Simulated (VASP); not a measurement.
# GaN (P6_3mc) in VASP: notebook

Runs on GaN. Level: r2SCAN. Tasks: single point.

Everything below comes from runs of VASP 6.6.1. Logs are shortened: lines on timing, memory, paths and dates and some standing lists are left out, and cuts for length are marked.

## Step 1: The cell of the first run

It takes space group P6_3mc (No. 186, hexagonal). The conventional cell has a = 3.114 Å, b = 3.114 Å, c = 5.071 Å, α = 90.00°, β = 90.00°, γ = 120.00°. Ga (site symmetry 3m) has 4 N at 1.90 to 1.91 Å within 2.5 Å. N (site symmetry 3m) has 4 Ga at 1.90 to 1.91 Å within 2.5 Å.

## Step 2: Single point, r2SCAN

Contents of POSCAR:

```
GaN
1.0
    3.1136382449      0.0000000000      0.0000000000
   -1.5568191225      2.6964898183      0.0000000000
    0.0000000000      0.0000000000      5.0711038581
Ga N
2 2
Direct
    0.3333333333      0.6666666667     -0.0007797276
    0.6666666667      0.3333333333      0.4992202724
    0.3333333333      0.6666666667      0.3757797276
    0.6666666667      0.3333333333      0.8757797276
```

Contents of INCAR.step1:

```
  ALGO = Normal
  EDIFF = 1E-4
  ENCUT = 520
  GGA = PE
  ISMEAR = 0
  LASPH = T
  LCHARG = F
  LREAL = F
  LWAVE = T
  NBANDS = 26
  NELM = 100
  PREC = Accurate
  SIGMA = 0.01
```

Contents of INCAR.step2:

```
  ALGO = Normal
  EDIFF = 1E-7
  ENCUT = 520
  ISIF = 2
  ISMEAR = 0
  ISTART = 1
  LASPH = T
  LCHARG = T
  LELF = T
  LMIXTAU = T
  LREAL = F
  LVHAR = T
  LWAVE = F
  METAGGA = R2SCAN
  NBANDS = 26
  NELM = 100
  PREC = Accurate
  SIGMA = 0.01
```

Contents of KPOINTS:

```
k-points
0
Gamma
  8 8 4
```

Potentials or basis: VASP PAW PBE potentials, release 64 (Ga_d, N).

The run is started by

```sh
$ cat potpaw_PBE.64/Ga_d/POTCAR potpaw_PBE.64/N/POTCAR > POTCAR
$ cp INCAR.step1 INCAR
$ mpirun -np 1 vasp_std > vasp.out
$ cp INCAR.step2 INCAR
$ mpirun -np 1 vasp_std > vasp.out
```

OUTCAR:

```text
EDIFF = 1E-7
   ENCUT = 520
   ISIF = 2
   ISMEAR = 0
   ISTART = 1
   LASPH = T
   LREAL = F
   METAGGA = R2SCAN
   NELM = 100
   PREC = Accurate

 ion  position               nearest neighbor table
   1  0.333  0.667  0.999-   4 1.90   4 1.90   4 1.90   3 1.91
   2  0.667  0.333  0.499-   3 1.90   3 1.90   3 1.90   4 1.91
   3  0.333  0.667  0.376-   2 1.90   2 1.90   2 1.90   1 1.91
   4  0.667  0.333  0.876-   1 1.90   1 1.90   1 1.90   2 1.91

  LATTYP: Found a hexagonal cell.
 ALAT       =     3.1136382449
 C/A-ratio  =     1.6286747076

  Lattice vectors:

 A1 = (   3.1136382449,   0.0000000000,   0.0000000000)
 A2 = (  -1.5568191225,   2.6964898183,   0.0000000000)
 A3 = (   0.0000000000,   0.0000000000,   5.0711038581)

Analysis of symmetry for initial positions (statically):
=====================================================================
 Subroutine PRICEL returns:
 Original cell was already a primitive cell.

 Routine SETGRP: Setting up the symmetry group for a
 hexagonal supercell.

 Subroutine GETGRP returns: Found 12 space group operations
 (whereof  6 operations were pure point group operations)
 out of a pool of 24 trial point group operations.

The static configuration has the point symmetry C_3v.
 The point group associated with its full space group is C_6v.

Analysis of symmetry for dynamics (positions and initial velocities):
=====================================================================
 Subroutine PRICEL returns:
 Original cell was already a primitive cell.

 Routine SETGRP: Setting up the symmetry group for a
 hexagonal supercell.

 Subroutine GETGRP returns: Found 12 space group operations
 (whereof  6 operations were pure point group operations)
 out of a pool of 24 trial point group operations.

The dynamic configuration has the point symmetry C_3v.
 The point group associated with its full space group is C_6v.

 Subroutine INISYM returns: Found 12 space group operations
 (whereof  6 operations are pure point group operations),
 and found     1 'primitive' translations

----------------------------------------------------------------------------------------

                                     Primitive cell

  volume of cell :      42.5764

  direct lattice vectors                    reciprocal lattice vectors
     3.113638245  0.000000000  0.000000000     0.321167689  0.185426252  0.000000000
    -1.556819123  2.696489818  0.000000000     0.000000000  0.370852504  0.000000000
     0.000000000  0.000000000  5.071103858     0.000000000  0.000000000  0.197195725

  length of vectors
     3.113638245  3.113638245  5.071103858     0.370852504  0.370852504  0.197195725

  position of ions in fractional coordinates (direct lattice)
     0.333333333  0.666666667  0.999220272
     0.666666667  0.333333333  0.499220272
     0.333333333  0.666666667  0.375779728
     0.666666667  0.333333333  0.875779728

  ion indices of the primitive-cell ions
   primitive index   ion index
                 1           1
                 2           2
                 3           3
                 4           4

----------------------------------------------------------------------------------------

 KPOINTS: k-points

Automatic generation of k-mesh.
 Grid dimensions read from file:
 generate k-points for:    8    8    4

 Generating k-lattice:

  Cartesian coordinates                     Fractional coordinates (reciprocal lattice)
     0.040145961  0.023178281  0.000000000     0.125000000  0.000000000  0.000000000
     0.000000000  0.046356563  0.000000000     0.000000000  0.125000000  0.000000000
     0.000000000  0.000000000  0.049298931     0.000000000  0.000000000  0.250000000

  Length of vectors
     0.046356563  0.046356563  0.049298931

  Shift w.r.t. Gamma in fractional coordinates (k-lattice)
     0.000000000  0.000000000  0.000000000

 Subroutine IBZKPT returns following result:
 ===========================================

 Found     30 irreducible k-points:

 Following reciprocal coordinates:
            Coordinates               Weight
  0.000000  0.000000  0.000000      1.000000
  0.125000  0.000000  0.000000      6.000000
  0.250000  0.000000  0.000000      6.000000
  0.375000 -0.000000  0.000000      6.000000
  0.500000  0.000000  0.000000      3.000000
  0.125000  0.125000  0.000000      6.000000
[... 16 lines left out ...]
  0.250000  0.000000  0.500000      6.000000
  0.375000 -0.000000  0.500000      6.000000
 [... further k-points ...]
   k-points           NKPTS =     30   k-points in BZ     NKDIM =     30   number of bands    NBANDS=     26
   number of dos      NEDOS =    301   number of ions     NIONS =      4
   total plane-waves  NPLWV =  23040
   dimension x,y,z NGX =    24 NGY =   24 NGZ =   40
   dimension x,y,z NGXF=    48 NGYF=   48 NGZF=   80
   ions per type =               2   2
   NGX,Y,Z   is equivalent  to a cutoff of  12.81, 12.81, 13.11 a.u.
   NGXF,Y,Z  is equivalent  to a cutoff of  25.63, 25.63, 26.23 a.u.
 SYSTEM =  unknown system
   PREC   = accura    normal or accurate (medium, high low for compatibility)
   ISTART =      1    job   : 0-new  1-cont  2-samecut
   ICHARG =      0    charge: 1-file 2-atom 10-const
   ISPIN  =      1    spin polarized calculation?
   LNONCOLLINEAR =      F non collinear calculations
   LSORBIT =      F    spin-orbit coupling
   LASPH  =      T    aspherical Exc in radial PAW
   ENCUT  =  520.0 eV  38.22 Ry    6.18 a.u.   5.79  5.79  9.43*2*pi/ulx,y,z
   NELM   =    100;   NELMIN=  2; NELMDL=  0     # of ELM steps
   EDIFF  = 0.1E-06   stopping-criterion for ELM
   LREAL  =      F    real-space projection
   EDIFFG = 0.1E-05   stopping-criterion for IOM
   NSW    =      0    number of steps for IOM
   IBRION =     -1    ionic relax: 0-MD 1-quasi-New 2-CG
   NFREE  =      0    steps in history (QN), initial steepest desc. (CG)
   ISIF   =      2    stress and relaxation
   ISYM   =      2    0-nonsym 1-usesym 2-fastsym
   POTIM  = 0.5000    time-step for ionic-motion
   TEBEG  =    0.0;   TEEND  =   0.0 temperature during run
   PSTRESS=    0.0 pullay stress
   NELECT =      36.0000    total number of electrons
   NUPDOWN=      -1.0000    fix difference up-down
   EMIN   =  10.00;   EMAX   =-10.00  energy-range for DOS
   EFERMI =   0.00;   METHOD = LEGACY
   ISMEAR =     0;   SIGMA  =   0.01  broadening in eV -4-tet -1-fermi 0-gaus
   EFERMI_NEDOS =   21; number of points for ismear=-14 and -15
   IALGO  =     38    algorithm
   IMIX   =      4    mixing-type and parameters
     AMIX     =   0.40;   BMIX     =  1.00
     AMIX_MAG =   1.60;   BMIX_MAG =  1.00
  volume/ion in A,a.u.               =      10.64        71.83
  Fermi-wavevector in a.u.,A,eV,Ry     =   1.548053  2.925396 32.605932  2.396468
  Thomas-Fermi vector in A             =   2.653058
   LORBIT       =      0    0 simple, 1 ext, 2 COOP (PROOUT), +10 PAW based schemes
   METAGGA = R2SCAN    functional components
   LHFCALC =     F    Hartree Fock is set to
   AEXX    =    0.0000 exact exchange contribution
   IVDW    =     0    specifies the selected vdW correction
   LEPSILON=     F    determine dielectric tensor
   LRPA    =     F    only Hartree local field effects (RPA)
 non-spin polarized calculation
 Gauss-broadening in eV      SIGMA  =   0.01
  energy-cutoff  :      520.00
  volume of cell :       42.58
 maximum number of plane-waves:      1182
 NGX is ok and might be reduce to    24
   NGX = 11   NGY = 11   NGZ = 19

 number of electron      36.0000022 magnetization

 Free energy of the ion-electron system (eV)
  ---------------------------------------------------
  ext. energy  EPLUGINS =         0.00000000
  ---------------------------------------------------
  free energy    TOTEN  =       -43.66763058 eV

  energy without entropy =      -43.66763058  energy(sigma->0) =      -43.66763058

 E-fermi :   5.9564     XC(G=0): -13.0595

 val. band max:        5.8514482521   @ k =   0.0000   0.0000   0.0000
 cond. band min:       8.6516875119   @ k =   0.0000   0.0000   0.0000
 fundamental gap:      2.8002392598
 Fermi energy:         5.9563672814

 k-point     1 :       0.0000    0.0000    0.0000
  band No.  band energies     occupation
      1     -11.5617      2.00000
      2     -10.3527      2.00000
      3      -8.0472      2.00000
      4      -8.0280      2.00000
      5      -8.0280      2.00000
      6      -7.9444      2.00000
[... 18 lines left out ...]
     25      18.8554      0.00000
     26      18.8554      0.00000

 k-point     2 :       0.1250    0.0000    0.0000
  band No.  band energies     occupation
      1     -11.3899      2.00000
      2     -10.2988      2.00000
      3      -8.0277      2.00000
      4      -8.0009      2.00000
      5      -7.9809      2.00000
      6      -7.9207      2.00000
[... 18 lines left out ...]
     25      18.3976      0.00000
     26      19.2224      0.00000

 k-point     3 :       0.2500    0.0000    0.0000
  band No.  band energies     occupation
      1     -10.9644      2.00000
      2     -10.1889      2.00000
      3      -7.9775      2.00000
      4      -7.9506      2.00000
      5      -7.8750      2.00000
      6      -7.8143      2.00000
[... 18 lines left out ...]
     25      18.4252      0.00000
     26      19.9842      0.00000

 k-point     4 :       0.3750   -0.0000    0.0000
  band No.  band energies     occupation
      1     -10.5425      2.00000
      2     -10.1132      2.00000
      3      -7.9586      2.00000
      4      -7.9273      2.00000
      5      -7.8133      2.00000
      6      -7.7342      2.00000
[... 18 lines left out ...]
     25      18.9449      0.00000
     26      20.6794      0.00000
[... 496 lines left out ...]
      1     -10.7681      2.00000
      2     -10.7681      2.00000
      3      -7.9783      2.00000
      4      -7.9783      2.00000
      5      -7.9637      2.00000
      6      -7.9637      2.00000
[... 18 lines left out ...]
     25      17.8180      0.00000
     26      17.8180      0.00000

 k-point    23 :       0.2500    0.0000    0.5000
  band No.  band energies     occupation
      1     -10.4935      2.00000
      2     -10.4935      2.00000
      3      -7.9428      2.00000
      4      -7.9428      2.00000
      5      -7.8856      2.00000
      6      -7.8856      2.00000
[... 18 lines left out ...]
     25      18.7369      0.00000
     26      18.7369      0.00000

 k-point    24 :       0.3750   -0.0000    0.5000
  band No.  band energies     occupation
      1     -10.2590      2.00000
      2     -10.2590      2.00000
      3      -7.9487      2.00000
      4      -7.9487      2.00000
      5      -7.8218      2.00000
      6      -7.8218      2.00000
[... 18 lines left out ...]
     25      19.2967      0.00000
     26      19.2967      0.00000

 [... further k-points ...]

------------------------ aborting loop because EDIFF is reached ----------------------------------------

  FORCE on cell =-STRESS in cart. coord.  units (eV):
  Direction    XX          YY          ZZ          XY          YZ          ZX
  --------------------------------------------------------------------------------------
  -------------------------------------------------------------------------------------
  Total        4.3484019      4.3484019      4.3178872     -0.0000000      0.0000000      0.0000000
  in kB      163.6329708    163.6329708    162.4846864     -0.0000000      0.0000000      0.0000000
  external PRESSURE =     163.2502093 kB  Pullay stress =       0.0000000 kB

 VOLUME and BASIS-vectors are now :
 -----------------------------------------------------------------------------
  energy-cutoff  :      520.00
  volume of cell :       42.58
      direct lattice vectors                 reciprocal lattice vectors
     3.113638245  0.000000000  0.000000000     0.321167689  0.185426252  0.000000000
    -1.556819123  2.696489818  0.000000000     0.000000000  0.370852504  0.000000000
     0.000000000  0.000000000  5.071103858     0.000000000  0.000000000  0.197195725

 POSITION                                       TOTAL-FORCE (eV/Angst)
 -----------------------------------------------------------------------------------
     -0.00000      1.79766      5.06715         0.000000      0.000000      0.001783
      1.55682      0.89883      2.53160        -0.000000     -0.000000      0.001783
     -0.00000      1.79766      1.90562        -0.000000     -0.000000     -0.001783
      1.55682      0.89883      4.44117        -0.000000     -0.000000     -0.001783
 -----------------------------------------------------------------------------------
    total drift:                                0.000002      0.000003      0.023482

  FREE ENERGIE OF THE ION-ELECTRON SYSTEM (eV)
  ---------------------------------------------------
  free  energy   TOTEN  =       -43.6676305753 eV

  energy  without entropy=      -43.6676305753  energy(sigma->0) =      -43.66763058
```

Run time: 55 s. Hardware: 1 thread of Intel Xeon 6975P-C (Granite Rapids), shared host; peak memory 0.17 GiB.

Results:

```
Free energy            : -43.6676 eV
Pressure               : 16.3 GPa
Band gap on the k mesh : 2.80 eV, direct
```

Caveat: the PAW data sets were made with another functional, which shifts forces and pressure a little. r2SCAN opens gaps a little over a GGA but as a rule still falls short of measured ones.

## Step 3: Single point, r2SCAN

This run uses another cell than the first one, of 10.86 Å³/atom, 1.020 times its volume.

Contents of POSCAR:

```
GaN
1.0
    3.1346402780      0.0000000000      0.0000000000
   -1.5673201390      2.7146781125      0.0000000000
    0.0000000000      0.0000000000      5.1049134321
Ga N
2 2
Direct
    0.3333333333      0.6666666667     -0.0008202401
    0.6666666667      0.3333333333      0.4991797599
    0.3333333333      0.6666666667      0.3758202401
    0.6666666667      0.3333333333      0.8758202401
```

Contents of INCAR.step1:

```
SYSTEM = GaN
PREC = Accurate
ENCUT = 520
ISMEAR = 0
SIGMA = 0.01
LREAL = .FALSE.
LASPH = .TRUE.
NELM = 60
NBANDS = 26
GGA = PE
ALGO = Normal
EDIFF = 1E-4
LWAVE = .TRUE.
LCHARG = .FALSE.
```

Contents of INCAR.step2:

```
SYSTEM = GaN
PREC = Accurate
ENCUT = 520
EDIFF = 1E-6
ISMEAR = 0
SIGMA = 0.01
LREAL = .FALSE.
LASPH = .TRUE.
NELM = 60
ALGO = Normal
ISIF = 2
LWAVE = .FALSE.
LCHARG = .FALSE.
METAGGA = R2SCAN
LMIXTAU = .TRUE.
NBANDS = 26
ISTART = 1
```

Contents of KPOINTS:

```
regular mesh
0
G
  8 8 4
  0 0 0
```

Potentials or basis: VASP PAW PBE potentials, release 64 (Ga_d, N).

The run is started by

```sh
$ cat potpaw_PBE.64/Ga_d/POTCAR potpaw_PBE.64/N/POTCAR > POTCAR
$ cp INCAR.step1 INCAR
$ mpirun -np 1 vasp_std > vasp.out
$ cp INCAR.step2 INCAR
$ mpirun -np 1 vasp_std > vasp.out
```

It took 43 s on 1 thread of Intel Xeon 6975P-C (Granite Rapids), shared host; peak memory 0.18 GiB.

It converged, with:

| Quantity | Value |
| --- | --- |
| Free energy | -43.7426 eV |
| Pressure | 11.2 GPa |
| Largest force | 0.004 eV/Å |
| Band gap on the k mesh | 2.66 eV, direct |

Forces on the atoms (eV/Å):
```
Ga   0.000  0.000  0.004
Ga   0.000  0.000  0.004
N    0.000  0.000 -0.004
N    0.000  0.000 -0.004
```

Stress tensor (GPa, compression positive):
```
11.29  0.00  0.00
 0.00 11.29  0.00
 0.00  0.00 11.10
```

Levels at points of the mesh, in eV from the valence-band top:
| k point | band 15 | band 16 | band 17 | band 18 | band 19 | band 20 | band 21 | band 22 |
| --- | --- | --- | --- | --- | --- | --- | --- | --- |
| (0.00, 0.00, 0.00) | -1.13 | -0.04 | 0.00 | 0.00 | 2.66 | 5.13 | 10.24 | 10.87 |
| (0.50, 0.00, 0.00) | -4.52 | -3.01 | -2.38 | -1.09 | 5.72 | 6.37 | 6.72 | 9.76 |
| (0.00, 0.00, 0.50) | -0.58 | -0.58 | -0.58 | -0.58 | 5.08 | 5.08 | 9.44 | 9.44 |
| (0.50, 0.00, 0.50) | -2.13 | -2.13 | -2.06 | -2.06 | 5.04 | 5.04 | 8.72 | 8.72 |

Caveat: the PAW data sets were made with another functional, which shifts forces and pressure a little.
